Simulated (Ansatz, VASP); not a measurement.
# Two plane-wave programs on C

Contents of INCAR:

```
  PREC = Accurate
  ENCUT = 600
  EDIFF = 1E-7
  ISMEAR = 0
  SIGMA = 0.1
  LREAL = F
  LASPH = T
  NELM = 80
  ALGO = Normal
  ISIF = 3
  LWAVE = F
  LCHARG = F
  GGA = PE
  IBRION = 2
  NSW = 100
  EDIFFG = -0.01
```

KPOINTS

```
Automatic mesh
0
Gamma
  30 30 30
```

POSCAR

```
C
1.0
    0.0000000000      1.5528606877      1.5528606877
    1.5528606877      0.0000000000      1.5528606877
    1.5528606877      1.5528606877      0.0000000000
C
1
Direct
    0.0000000000      0.0000000000      0.0000000000
```

Input for Ansatz:

```yaml
crystal:
  lattice:
    - [0.0, 1.5528606877, 1.5528606877]
    - [1.5528606877, 0.0, 1.5528606877]
    - [1.5528606877, 1.5528606877, 0.0]
  atoms:
    - { symbol: C, position: [0.0, 0.0, 0.0] }
basis:
  ecutwfc: 420
kpoints:
  mp_grid: { grid: [30, 30, 30] }
hamiltonian:
  xc: pbe
scf:
  occupations: { method: gaussian, width: 0.1 }
output:
  forces: true
  stress: true
  eigenvalues: true
relax:
  adjacent_minimum: "off"
  f_tol: 0.01
  max_steps: 80
  cell: { stress_tol: 0.05 }
```

Alike in both runs: task relaxation of cell and atoms; functional PBE; k mesh 30 × 30 × 30; occupations gaussian, width 0.1 eV; no spin polarisation.

|  | VASP | Ansatz |
| --- | --- | --- |
| version | VASP 6.6.1 | Ansatz 0.2.0 |
| potentials or method | VASP PAW PBE potentials, release 64 (C), cutoff 600 eV | scalar-relativistic, plane waves, PAW |
| valence electrons in the cell | 4 | 4 |

```csv
,VASP,Ansatz,Ansatz less VASP
"gap on the k mesh at the Fermi level, each at its own relaxed structure (eV)",none,none,-
relaxed volume (Å³/atom),7.33,7.33,-0.004
relaxed cell length with the largest relative difference (Å),2.180,2.180,-0.0004
```

A gap of «none» marks a metal or a gap that the smearing closes.
